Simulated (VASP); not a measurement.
A run of VASP 6.6.1 is set up as follows.

File INCAR:

```
SYSTEM = CdO
PREC = Accurate ; ENCUT = 600
EDIFF = 1E-6 ; ISMEAR = 0
SIGMA = 0.1 ; LREAL = .FALSE.
LASPH = .TRUE. ; NELM = 120
ALGO = Normal ; ISIF = 2
LWAVE = .FALSE. ; LCHARG = .TRUE.
LELF = .TRUE. ; LVHAR = .TRUE.
NBANDS = 16 ; GGA_COMPAT = .FALSE.
```

KPOINTS

```
regular mesh
0
G
  14 14 14
  0 0 0
```

Contents of POSCAR:

```
CdO
1.0
    0.0000000000      2.2490177156      2.2490177156
    2.2490177156      0.0000000000      2.2490177156
    2.2490177156      2.2490177156      0.0000000000
Cd O
1 1
Direct
    0.0000000000      0.0000000000      0.0000000000
    0.5000000000      0.5000000000      0.5000000000
```

Potentials or basis: VASP PAW LDA potentials, release 64 (Cd, O).

Run with:

```console
$ cat potpaw_LDA.64/Cd/POTCAR potpaw_LDA.64/O/POTCAR > POTCAR
$ mpirun -np 1 vasp_std > vasp.out
```

(1) Predict the band gap on the k mesh.

(2) Estimate the pressure.

Results:

(1) zero (band 9 reaches 3.21 eV, above the bottom of band 10 at 2.97 eV).

(2) 21.0 GPa.
